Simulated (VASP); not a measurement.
Wanted: the native input for a VASP 6.6.1 run.

| Property | Result |
| --- | --- |
| Task | single point |
| Functional | PBE |
| Potentials or basis | VASP PAW PBE potentials, release 64 (Ti_sv, Te) |
| Cutoff | 520 eV |
| k mesh | 2 × 2 × 1 |
| Occupations | methfessel-paxton, width 0.1 eV |
| Spin | no spin polarisation |
| Dipole correction | no |
| Further INCAR settings | ALGO = Normal; EDIFF = 1e-06; NBANDS = 19 |

The structure of TiTe2 lies in POSCAR:

```
TiTe2
1.0
    3.7770000000      0.0000000000      0.0000000000
   -1.8885000000      3.2709779500      0.0000000000
    0.0000000000      0.0000000000      6.4980000000
Ti Te
1 2
Direct
    0.0000000000      0.0000000000      0.0000000000
    0.6666666667      0.3333333333      0.2628000000
    0.3333333333      0.6666666667      0.7372000000
```

These files were run (other wordings do the same):

INCAR

```
ALGO = Normal ; EDIFF = 1E-6
ENCUT = 520 ; GGA = PE
ISIF = 2 ; ISMEAR = 1
LASPH = True ; LCHARG = False
LREAL = False ; LWAVE = False
NBANDS = 19 ; NELM = 80
PREC = Accurate ; SIGMA = 0.1
```

KPOINTS

```
k-points
0
Gamma
  2 2 1
```

Potentials or basis: VASP PAW PBE potentials, release 64 (Ti_sv, Te).

Run with:

```console
$ cat potpaw_PBE.64/Ti_sv/POTCAR potpaw_PBE.64/Te/POTCAR > POTCAR
$ mpirun -np 1 vasp_std > vasp.out
```

It gave:

```yaml
Pressure: -0.2 GPa
Largest_force: 0.562 eV/Å
Band_gap_on_the_k_mesh: zero (band 12 reaches 7.76 eV, above the bottom of band 13 at 7.22 eV)
```

Caveat: the k points lie up to 0.97 Å⁻¹ apart; spin-orbit coupling is left out, which moves the levels of the heavy elements; this functional lacks dispersion, which binds the layers, so the pressure and a relaxed spacing across them are unreliable.

Wall time 11 s on 1 thread of Intel(R) Xeon(R) Platinum 8259CL CPU @ 2.50GHz (Skylake/Cascade Lake), on a shared host, peak memory 0.18 GiB.
